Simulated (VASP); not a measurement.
The system is WS2.

```
CELL_PARAMETERS angstrom
3.18000 0.00000 0.00000
-1.59000 2.75396 0.00000
0.00000 0.00000 12.50000
ATOMIC_POSITIONS crystal
W 0.66667 0.33333 0.75000
W 0.33333 0.66667 0.25000
S 0.66667 0.33333 0.37500
S 0.33333 0.66667 0.87500
S 0.66667 0.33333 0.12500
S 0.33333 0.66667 0.62500
```

```yaml
Program: VASP 6.6.1
Task: relaxation of cell and atoms
Functional: PBEsol
Dispersion: D4
Potentials_or_basis: VASP PAW PBE potentials, release 64 (W_sv, S)
Cutoff: 600 eV
k_mesh: 10 × 10 × 3
Occupations: fermi-dirac, width 0.05 eV
Spin: no spin polarisation
```

At the start: pressure -4.7 GPa; volume 18.24 Å³/atom.

**Question.** How do energy, volume and symmetry change on relaxing?

**Answer.** Over 17 steps the energy falls by 15.3 meV/atom and the volume is 16.96 Å³/atom (-7.1 %); space group P6_3/mmc (No. 194, to 0.1 Å) before and after.

The path:
```tsv
step	energy change (eV)	largest force (eV/Å)	pressure (GPa)	volume (Å³)
1	0.0000	0.1210	-4.65	109.47
2	0.1118	1.3511	10.02	101.29
3	-0.0484	0.3645	0.01	106.48
4	-0.0634	0.0579	-0.29	105.57
5	-0.0635	0.0848	-0.27	105.65
6	-0.0682	0.1023	-0.02	105.12
7	-0.0790	0.1558	0.78	103.52
8	-0.0795	0.2631	2.70	100.35
9	-0.0830	0.2196	1.76	101.88
10	-0.0844	0.1976	1.62	101.83
11	-0.0879	0.1320	1.19	101.68
12	-0.0912	0.0023	0.37	101.38
13	-0.0912	0.0161	0.26	101.34
14	-0.0913	0.0140	0.22	101.39
15	-0.0916	0.0078	0.12	101.55
16	-0.0916	0.0045	-0.08	101.87
17	-0.0917	0.0004	0.00	101.75
```

Final structure:
```
CELL_PARAMETERS angstrom
3.12781 0.00000 0.00000
-1.56391 2.70876 0.00000
0.00000 0.00000 12.00962
ATOMIC_POSITIONS crystal
W 0.66667 0.33333 0.75000
W 0.33333 0.66667 0.25000
S 0.66667 0.33333 0.38086
S 0.33333 0.66667 0.88086
S 0.66667 0.33333 0.11914
S 0.33333 0.66667 0.61914
```

Caveat: the PAW data sets were made with another functional, which shifts forces and pressure a little.
